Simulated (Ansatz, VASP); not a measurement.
# BeS in VASP and in Ansatz

Contents of INCAR:

```
  PREC = Accurate
  ENCUT = 520
  EDIFF = 1E-6
  ISMEAR = 0
  SIGMA = 0.01
  LREAL = False
  LASPH = True
  NELM = 80
  ALGO = Normal
  ISIF = 2
  LWAVE = False
  LCHARG = True
  GGA = PS
  LELF = True
  LVHAR = True
  NBANDS = 11
```

Contents of KPOINTS:

```
regular mesh
0
Gamma
  8 8 8
```

File POSCAR:

```
BeS
1.0
    2.4029384152      2.4029384152      0.0000000000
   -2.4029384152      2.4029384152      0.0000000000
    0.0000000000      2.4029384152      2.4029384152
Be S
1 1
Direct
    0.0000000000      0.0000000000      0.0000000000
    0.7500000000      0.2500000000      0.5000000000
```

Input for Ansatz:

```yaml
crystal:
  lattice:
    - [2.40293841524, 2.40293841524, 0.0]
    - [-2.40293841524, 2.40293841524, 0.0]
    - [0.0, 2.40293841524, 2.40293841524]
  atoms:
    - { symbol: Be, position: [0.0, 0.0, 0.0] }
    - { symbol: S, position: [0.75, 0.25, 0.5] }
kpoints:
  mp_grid: { grid: [8, 8, 8] }
scf:
  occupations: { method: fixed }
  convergence: { dr2_threshold: 1.0e-10 }
hamiltonian:
  xc: pbesol
  pseudopotentials: { kind: all_electron, lapw: { basis_error: 0.0005 } }
output:
  forces: true
  stress: true
  eigenstates:
    kpoints:
      - [0.0, 0.0, 0.0]
      - [-0.5, 0.5, 0.0]
      - [-0.5, -0.5, -0.5]
      - [0.0, 0.0, -0.5]
      - [0.0, -0.5, -0.5]
      - [0.0, 0.5, 0.0]
      - [-0.5, 0.0, 0.0]
      - [-0.5, 0.0, -0.5]
  eigenvalues: true
```

Alike in both runs: task single point; functional PBEsol; k mesh 8 × 8 × 8; no spin polarisation.

```csv
,VASP,Ansatz
version,VASP 6.6.1,Ansatz 0.2.0
potentials or method,"VASP PAW PBE potentials, release 64 (Be, S), cutoff 520 eV","all-electron LAPW, scalar-relativistic"
occupations,"gaussian, width 0.01 eV",fixed
```

|  | VASP | Ansatz | Ansatz less VASP |
| --- | --- | --- | --- |
| gap on the k mesh at the Fermi level (eV) | 2.86 | 2.86 | -0.002 |
| pressure (GPa) | 2.2 | 2.0 | -0.22 |

VASP's potentials were made for PBE, not for PBEsol. Ansatz ran all-electron here, and VASP with PAW potentials.
